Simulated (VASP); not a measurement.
Write the native input for VASP 6.6.1 that does the following.

```yaml
Task: single point
Functional: LDA
Potentials_or_basis: VASP PAW LDA potentials, release 64 (In_d, As)
Cutoff: 520 eV
k_mesh: 8 × 8 × 8
Occupations: fermi-dirac, width 0.05 eV
Spin: no spin polarisation
Dipole_correction: no
Further_INCAR_settings: ALGO = Normal; EDIFF = 1e-06; NBANDS = 16
```

The structure of InAs lies in POSCAR:

```
InAs
1.0
    0.0000000000      2.8773040000      2.8773040000
    2.8773040000      0.0000000000      2.8773040000
    2.8773040000      2.8773040000      0.0000000000
In As
1 1
Direct
    0.5000000000      0.5000000000      0.5000000000
    0.0000000000      0.0000000000      0.0000000000
```

One way to write it, as run:

INCAR

```
SYSTEM = InAs
PREC = Accurate ; ENCUT = 520
EDIFF = 1E-6 ; ISMEAR = -1
SIGMA = 0.05 ; LREAL = .FALSE.
LASPH = .TRUE. ; NELM = 100
ALGO = Normal ; ISIF = 2
LWAVE = .FALSE. ; LCHARG = .TRUE.
LELF = .TRUE. ; LVHAR = .TRUE.
NBANDS = 16
```

KPOINTS

```
Automatic mesh
0
G
  8 8 8
  0 0 0
```

Potentials or basis: VASP PAW LDA potentials, release 64 (In_d, As).

The run is started by

```console
$ cat potpaw_LDA.64/In_d/POTCAR potpaw_LDA.64/As/POTCAR > POTCAR
$ mpirun -np 1 vasp_std > vasp.out
```

Results of the run:

| Quantity | Value |
| --- | --- |
| Pressure | -4.8 GPa |
| Band gap on the k mesh | zero (band 9 reaches 6.11 eV, above the bottom of band 10 at 3.53 eV) |

Caveat: spin-orbit coupling is left out, which moves the levels of the heavy elements.

Wall time 42 s on 1 thread of AMD EPYC 7R13 (shared host), peak memory 0.13 GiB.
